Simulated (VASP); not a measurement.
Wanted: the native input for a VASP 6.6.1 run.

```yaml
Task: relaxation of cell and atoms
Functional: PBE
Potentials_or_basis: VASP PAW PBE potentials, release 64 (Ga_d, Se, S)
Cutoff: 500 eV
k_mesh: 2 × 2 × 3
Occupations: gaussian, width 0.15 eV
Spin: no spin polarisation
Dipole_correction: no
Further_INCAR_settings: ALGO = Normal; EDIFF = 1e-07; IBRION = 2; EDIFFG = -0.08; NSW = 36; ISIF = 3
```

The structure of Ga2SeS3 lies in POSCAR:

```
Ga2SeS3
1.0
    6.1473380600      0.0000000000      0.0000000000
   -3.0736690300      5.3237509300      0.0000000000
    0.0000000000      0.0000000000      3.8560586000
Ga Se S
2 1 3
Direct
    0.3333333300      0.6666666700      0.0000000000
    0.6666666700      0.3333333300      0.0000000000
    0.0000000000      0.0000000000      0.0000000000
    0.5000000000      0.0000000000      0.5000000000
    0.5000000000      0.5000000000      0.5000000000
    0.0000000000      0.5000000000      0.5000000000
```

The cell was built from a structure type or drawn by symmetry, and may not be a known phase.

The input as run:

INCAR

```
SYSTEM = Ga2SeS3
  PREC = Accurate
  ENCUT = 500
  EDIFF = 1E-7
  ISMEAR = 0
  SIGMA = 0.15
  LREAL = .False.
  LASPH = .True.
  NELM = 120
  ALGO = Normal
  ISIF = 3
  LWAVE = .False.
  LCHARG = .False.
  GGA = PE
  IBRION = 2
  NSW = 36
  EDIFFG = -0.08
  GGA_COMPAT = .False.
  NELMIN = 4
```

KPOINTS

```
Automatic mesh
0
Gamma
  2 2 3
  0 0 0
```

Potentials or basis: VASP PAW PBE potentials, release 64 (Ga_d, Se, S).

The run is started by

```bash
$ cat potpaw_PBE.64/Ga_d/POTCAR potpaw_PBE.64/Se/POTCAR potpaw_PBE.64/S/POTCAR > POTCAR
$ mpirun -np 1 vasp_std > vasp.out
```

Results of the run:

- Relaxed volume: 20.98 Å³/atom
- Relaxed cell: a = 6.762 Å, b = 6.762 Å, c = 3.178 Å, α = 90.00°, β = 90.00°, γ = 120.00°
- Space group after relaxing (to 0.1 Å): P6/mmm (No. 191)
- Energy gained by relaxing: 135.1 meV/atom
- Ionic steps: 11
- Pressure after relaxing: -0.4 GPa
- Band gap on the k mesh: zero (bands 25 and 26 overlap by 0.40 eV)

Caveat: the k points lie up to 0.66 Å⁻¹ apart in the final cell; a cell axis changed by over 15 % at a fixed basis, so the end point is rough.

Wall time 3.7 min on 1 thread of Intel(R) Xeon(R) Platinum 8559C (Emerald Rapids), with other jobs on the host, peak memory 0.25 GiB.
